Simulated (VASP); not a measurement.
# BeVN (P4/nmm) in VASP: single point with r2SCAN

Aim: the single point of BeVN with r2SCAN.

Everything below comes from runs of VASP 6.6.1. Logs are shortened: lines on timing, memory, paths and dates and some standing lists are left out, and cuts for length are marked.

## 1. The cell of the first run

It takes space group P4/nmm (No. 129, tetragonal). Conventional cell: a = 2.770 Å, b = 2.770 Å, c = 7.012 Å, α = 90.00°, β = 90.00°, γ = 90.00°. Within 2.3 Å of V (site symmetry 4mm) lie 1 N at 1.75 Å. Within 2.2 Å of Be (site symmetry 4mm) lie 5 N at 1.68 to 1.96 Å. Within 2.2 Å of N (site symmetry 4mm) lie 5 Be at 1.68 to 1.96 Å and 1 V at 1.75 Å.

## 2. Single point, r2SCAN

Contents of POSCAR:

```
BeVN
1.0
    2.7695980000      0.0000000000      0.0000000000
    0.0000000000      2.7695980000      0.0000000000
    0.0000000000      0.0000000000      7.0116390000
V Be N
2 2 2
Direct
    0.0000000000      0.5000000000      0.8748996290
    0.5000000000      0.0000000000      0.1251003710
    0.0000000000      0.5000000000      0.3859901719
    0.5000000000      0.0000000000      0.6140098281
    0.0000000000      0.5000000000      0.6255934034
    0.5000000000      0.0000000000      0.3744065966
```

Contents of INCAR.step1:

```
PREC     = Accurate       # precision mode
ENCUT    = 910            # plane-wave cutoff, eV
ISMEAR   = -1             # smearing method
SIGMA    = 0.013          # smearing width, eV
LREAL    = False          # projectors in reciprocal space
LASPH    = True           # aspherical terms in the spheres
NELM     = 120            # most SCF steps
NBANDS   = 29             # bands
GGA      = PE             # functional
ALGO     = Normal         # electronic algorithm
EDIFF    = 1E-5           # SCF threshold, eV
LWAVE    = True           # write WAVECAR
LCHARG   = False          # write CHGCAR
GGA_COMPAT= False
```

Contents of INCAR.step2:

```
PREC     = Accurate       # precision mode
ENCUT    = 910            # plane-wave cutoff, eV
EDIFF    = 1E-6           # SCF threshold, eV
ISMEAR   = -1             # smearing method
SIGMA    = 0.013          # smearing width, eV
LREAL    = False          # projectors in reciprocal space
LASPH    = True           # aspherical terms in the spheres
NELM     = 120            # most SCF steps
ALGO     = Normal         # electronic algorithm
ISIF     = 2              # what is computed and relaxed
LWAVE    = False          # write WAVECAR
LCHARG   = False          # write CHGCAR
METAGGA  = R2SCAN         # meta-GGA
LMIXTAU  = True         
NBANDS   = 29             # bands
ISTART   = 1            
GGA_COMPAT= False
```

Contents of KPOINTS:

```
regular mesh
0
Gamma
  9 9 4
```

Potentials or basis: VASP PAW PBE potentials, release 64 (V_sv, Be, N_h).

Run with:

```bash
> cat potpaw_PBE.64/V_sv/POTCAR potpaw_PBE.64/Be/POTCAR potpaw_PBE.64/N_h/POTCAR > POTCAR
> cp INCAR.step1 INCAR
> mpirun -np 1 vasp_std > vasp.out
> cp INCAR.step2 INCAR
> mpirun -np 1 vasp_std > vasp.out
```

OUTCAR:

```text
PREC = Accurate
   ENCUT = 910
   EDIFF = 1E-6
   ISMEAR = -1
   LREAL = False
   LASPH = True
   NELM = 120
   ISIF = 2
   METAGGA = R2SCAN
   ISTART = 1

 ion  position               nearest neighbor table
   1  0.000  0.500  0.875-   5 1.75   2 2.63   2 2.63   2 2.63   2 2.63
   2  0.500  0.000  0.125-   6 1.75   1 2.63   1 2.63   1 2.63   1 2.63
   3  0.000  0.500  0.386-   5 1.68
   4  0.500  0.000  0.614-   6 1.68
   5  0.000  0.500  0.626-   3 1.68   1 1.75
   6  0.500  0.000  0.374-   4 1.68   2 1.75

  LATTYP: Found a simple tetragonal cell.
 ALAT       =     2.7695980000
 C/A-ratio  =     2.5316450257

  Lattice vectors:

 A1 = (   2.7695980000,   0.0000000000,   0.0000000000)
 A2 = (   0.0000000000,   2.7695980000,   0.0000000000)
 A3 = (   0.0000000000,   0.0000000000,   7.0116390000)

Analysis of symmetry for initial positions (statically):
=====================================================================
 Subroutine PRICEL returns:
 Original cell was already a primitive cell.

 Routine SETGRP: Setting up the symmetry group for a
 simple tetragonal supercell.

 Subroutine GETGRP returns: Found 16 space group operations
 (whereof  8 operations were pure point group operations)
 out of a pool of 16 trial point group operations.

The static configuration has the point symmetry D_2d.
 The point group associated with its full space group is D_4h.

Analysis of symmetry for dynamics (positions and initial velocities):
=====================================================================
 Subroutine PRICEL returns:
 Original cell was already a primitive cell.

 Routine SETGRP: Setting up the symmetry group for a
 simple tetragonal supercell.

 Subroutine GETGRP returns: Found 16 space group operations
 (whereof  8 operations were pure point group operations)
 out of a pool of 16 trial point group operations.

The dynamic configuration has the point symmetry D_2d.
 The point group associated with its full space group is D_4h.

 Subroutine INISYM returns: Found 16 space group operations
 (whereof  8 operations are pure point group operations),
 and found     1 'primitive' translations

----------------------------------------------------------------------------------------

                                     Primitive cell

  volume of cell :      53.7840

  direct lattice vectors                    reciprocal lattice vectors
     2.769598000  0.000000000  0.000000000     0.361063230  0.000000000  0.000000000
     0.000000000  2.769598000  0.000000000     0.000000000  0.361063230  0.000000000
     0.000000000  0.000000000  7.011639000     0.000000000  0.000000000  0.142620007

  length of vectors
     2.769598000  2.769598000  7.011639000     0.361063230  0.361063230  0.142620007

  position of ions in fractional coordinates (direct lattice)
     0.000000000  0.500000000  0.874899629
     0.500000000  0.000000000  0.125100371
     0.000000000  0.500000000  0.385990172
     0.500000000  0.000000000  0.614009828
     0.000000000  0.500000000  0.625593403
     0.500000000  0.000000000  0.374406597

  ion indices of the primitive-cell ions
   primitive index   ion index
                 1           1
                 2           2
                 3           3
                 4           4
                 5           5
                 6           6

----------------------------------------------------------------------------------------

 KPOINTS: regular mesh

Automatic generation of k-mesh.
 Grid dimensions read from file:
 generate k-points for:    9    9    4

 Generating k-lattice:

  Cartesian coordinates                     Fractional coordinates (reciprocal lattice)
     0.040118137  0.000000000  0.000000000     0.111111111  0.000000000  0.000000000
     0.000000000  0.040118137  0.000000000     0.000000000  0.111111111  0.000000000
     0.000000000  0.000000000  0.035655002     0.000000000  0.000000000  0.250000000

  Length of vectors
     0.040118137  0.040118137  0.035655002

  Shift w.r.t. Gamma in fractional coordinates (k-lattice)
     0.000000000  0.000000000  0.000000000

 Subroutine IBZKPT returns following result:
 ===========================================

 Found     45 irreducible k-points:

 Following reciprocal coordinates:
            Coordinates               Weight
  0.000000  0.000000  0.000000      1.000000
  0.111111  0.000000  0.000000      4.000000
  0.222222  0.000000  0.000000      4.000000
  0.333333  0.000000  0.000000      4.000000
  0.444444  0.000000  0.000000      4.000000
  0.111111  0.111111  0.000000      4.000000
[... 16 lines left out ...]
  0.333333  0.111111  0.250000     16.000000
  0.444444  0.111111  0.250000     16.000000
 [... further k-points ...]
   k-points           NKPTS =     45   k-points in BZ     NKDIM =     45   number of bands    NBANDS=     29
   number of dos      NEDOS =    301   number of ions     NIONS =      6
   total plane-waves  NPLWV =  54880
   dimension x,y,z NGX =    28 NGY =   28 NGZ =   70
   dimension x,y,z NGXF=    56 NGYF=   56 NGZF=  140
   ions per type =               2   2   2
   NGX,Y,Z   is equivalent  to a cutoff of  16.81, 16.81, 16.60 a.u.
   NGXF,Y,Z  is equivalent  to a cutoff of  33.61, 33.61, 33.19 a.u.
 SYSTEM =  unknown system
   PREC   = accura    normal or accurate (medium, high low for compatibility)
   ISTART =      1    job   : 0-new  1-cont  2-samecut
   ICHARG =      0    charge: 1-file 2-atom 10-const
   ISPIN  =      1    spin polarized calculation?
   LNONCOLLINEAR =      F non collinear calculations
   LSORBIT =      F    spin-orbit coupling
   LASPH  =      T    aspherical Exc in radial PAW
   ENCUT  =  910.0 eV  66.88 Ry    8.18 a.u.   6.81  6.81 17.25*2*pi/ulx,y,z
   NELM   =    120;   NELMIN=  2; NELMDL=  0     # of ELM steps
   EDIFF  = 0.1E-05   stopping-criterion for ELM
   LREAL  =      F    real-space projection
   EDIFFG = 0.1E-04   stopping-criterion for IOM
   NSW    =      0    number of steps for IOM
   IBRION =     -1    ionic relax: 0-MD 1-quasi-New 2-CG
   NFREE  =      0    steps in history (QN), initial steepest desc. (CG)
   ISIF   =      2    stress and relaxation
   ISYM   =      2    0-nonsym 1-usesym 2-fastsym
   POTIM  = 0.5000    time-step for ionic-motion
   TEBEG  =    0.0;   TEEND  =   0.0 temperature during run
   PSTRESS=    0.0 pullay stress
   NELECT =      40.0000    total number of electrons
   NUPDOWN=      -1.0000    fix difference up-down
   EMIN   =  10.00;   EMAX   =-10.00  energy-range for DOS
   EFERMI =   0.00;   METHOD = LEGACY
   ISMEAR =    -1;   SIGMA  =   0.01  broadening in eV -4-tet -1-fermi 0-gaus
   EFERMI_NEDOS =   21; number of points for ismear=-14 and -15
   IALGO  =     38    algorithm
   IMIX   =      4    mixing-type and parameters
     AMIX     =   0.40;   BMIX     =  1.00
     AMIX_MAG =   1.60;   BMIX_MAG =  1.00
  volume/ion in A,a.u.               =       8.96        60.49
  Fermi-wavevector in a.u.,A,eV,Ry     =   1.483237  2.802911 29.932700  2.199991
  Thomas-Fermi vector in A             =   2.596923
   LORBIT       =      0    0 simple, 1 ext, 2 COOP (PROOUT), +10 PAW based schemes
   METAGGA = R2SCAN    functional components
   LHFCALC =     F    Hartree Fock is set to
   AEXX    =    0.0000 exact exchange contribution
   IVDW    =     0    specifies the selected vdW correction
   LEPSILON=     F    determine dielectric tensor
   LRPA    =     F    only Hartree local field effects (RPA)
 non-spin polarized calculation
  energy-cutoff  :      910.00
  volume of cell :       53.78
 maximum number of plane-waves:      3372
 NGX is ok and might be reduce to    28
   NGX = 13   NGY = 13   NGZ = 35

 number of electron      40.0000005 magnetization

 Free energy of the ion-electron system (eV)
  ---------------------------------------------------
  ext. energy  EPLUGINS =         0.00000000
  ---------------------------------------------------
  free energy    TOTEN  =       -58.00739727 eV

  energy without entropy =      -58.00643707  energy(sigma->0) =      -58.00691717

 E-fermi :   9.6735     XC(G=0): -13.1660

 val. band max:        9.6407634686   @ k =   0.3333   0.0000   0.5000
 cond. band min:       9.6832763477   @ k =   0.3333   0.0000   0.2500
 fundamental gap:      0.0425128791
 Fermi energy:         9.6734630812

 k-point     1 :       0.0000    0.0000    0.0000
  band No.  band energies     occupation
      1     -57.6293      2.00000
      2     -57.4794      2.00000
      3     -30.8124      2.00000
      4     -30.3967      2.00000
      5     -30.1092      2.00000
      6     -30.1092      2.00000
[... 21 lines left out ...]
     28      15.8787      0.00000
     29      16.1725      0.00000

 k-point     2 :       0.1111    0.0000    0.0000
  band No.  band energies     occupation
      1     -57.6199      2.00000
      2     -57.4789      2.00000
      3     -30.8016      2.00000
      4     -30.4239      2.00000
      5     -30.1259      2.00000
      6     -30.0990      2.00000
[... 21 lines left out ...]
     28      16.0501      0.00000
     29      16.0949      0.00000

 k-point     3 :       0.2222    0.0000    0.0000
  band No.  band energies     occupation
      1     -57.5943      2.00000
      2     -57.4793      2.00000
      3     -30.7745      2.00000
      4     -30.5002      2.00000
      5     -30.1622      2.00000
      6     -30.0708      2.00000
[... 21 lines left out ...]
     28      15.5671      0.00000
     29      16.6503      0.00000

 k-point     4 :       0.3333    0.0000    0.0000
  band No.  band energies     occupation
      1     -57.5601      2.00000
      2     -57.4848      2.00000
      3     -30.7445      2.00000
      4     -30.5976      2.00000
      5     -30.1987      2.00000
      6     -30.1540      2.00000
[... 597 lines left out ...]
     28      16.0267      0.00000
     29      16.7925      0.00000

 k-point    23 :       0.3333    0.1111    0.2500
  band No.  band energies     occupation
      1     -57.5530      2.00000
      2     -57.4822      2.00000
      3     -30.7313      2.00000
      4     -30.5857      2.00000
      5     -30.2280      2.00000
      6     -30.1655      2.00000
[... 21 lines left out ...]
     28      15.2862      0.00000
     29      17.1372      0.00000

 k-point    24 :       0.4444    0.1111    0.2500
  band No.  band energies     occupation
      1     -57.5205      2.00000
      2     -57.4959      2.00000
      3     -30.7032      2.00000
      4     -30.6606      2.00000
      5     -30.2441      2.00000
      6     -30.2314      2.00000
[... 21 lines left out ...]
     28      13.9162      0.00000
     29      17.4764      0.00000

 [... further k-points ...]
[... 5 lines left out ...]
  --------------------------------------------------------------------------------------
  -------------------------------------------------------------------------------------
  Total        0.2641020      0.2641020      6.8417945      0.0000000      0.0000000      0.0000000
  in kB        7.8673629      7.8673629    203.8109842      0.0000000      0.0000000      0.0000000
  external PRESSURE =      73.1819033 kB  Pullay stress =       0.0000000 kB

 VOLUME and BASIS-vectors are now :
 -----------------------------------------------------------------------------
  energy-cutoff  :      910.00
  volume of cell :       53.78
      direct lattice vectors                 reciprocal lattice vectors
     2.769598000  0.000000000  0.000000000     0.361063230  0.000000000  0.000000000
     0.000000000  2.769598000  0.000000000     0.000000000  0.361063230  0.000000000
     0.000000000  0.000000000  7.011639000     0.000000000  0.000000000  0.142620007

 POSITION                                       TOTAL-FORCE (eV/Angst)
 -----------------------------------------------------------------------------------
      0.00000      1.38480      6.13448         0.000000      0.000000      0.132205
      1.38480      0.00000      0.87716        -0.000000      0.000000     -0.132205
      0.00000      1.38480      2.70642        -0.000000      0.000000      0.014694
      1.38480      0.00000      4.30522         0.000000      0.000000     -0.014694
      0.00000      1.38480      4.38644        -0.000000      0.000000     -0.138993
      1.38480      0.00000      2.62520         0.000000      0.000000      0.138993
 -----------------------------------------------------------------------------------
    total drift:                                0.000000      0.000000      0.000000

  FREE ENERGIE OF THE ION-ELECTRON SYSTEM (eV)
  ---------------------------------------------------
  free  energy   TOTEN  =       -58.0073972730 eV

  energy  without entropy=      -58.0064370671  energy(sigma->0) =      -58.00691717
```

It took 8.3 min on 1 thread of Intel Xeon Platinum 8259CL at 2.50GHz (Skylake/Cascade Lake), shared host; peak memory 0.33 GiB.

Results:

```yaml
Free_energy: -58.0074 eV
Pressure: 7.3 GPa
Largest_force: 0.139 eV/Å
Band_gap_on_the_k_mesh: zero (bands 20 and 21 overlap by 0.11 eV)
```

Forces on the atoms (eV/Å):
```
V    0.000  0.000  0.132
V    0.000  0.000 -0.132
Be   0.000  0.000  0.015
Be   0.000  0.000 -0.015
N    0.000  0.000 -0.139
N    0.000  0.000  0.139
```

Caveat: the cutoff is under 1.25 times the usual one of these potentials, so pressure, stress and relaxed cells hold a basis-set (Pulay) error; the cell stands under pressure; the PAW data sets were made with another functional, which shifts forces and pressure a little; the run has no spin polarisation, though such a crystal can be magnetic. With open d or f shells a metallic result of r2SCAN can be an artefact of self-interaction; +U or a hybrid may open a gap.
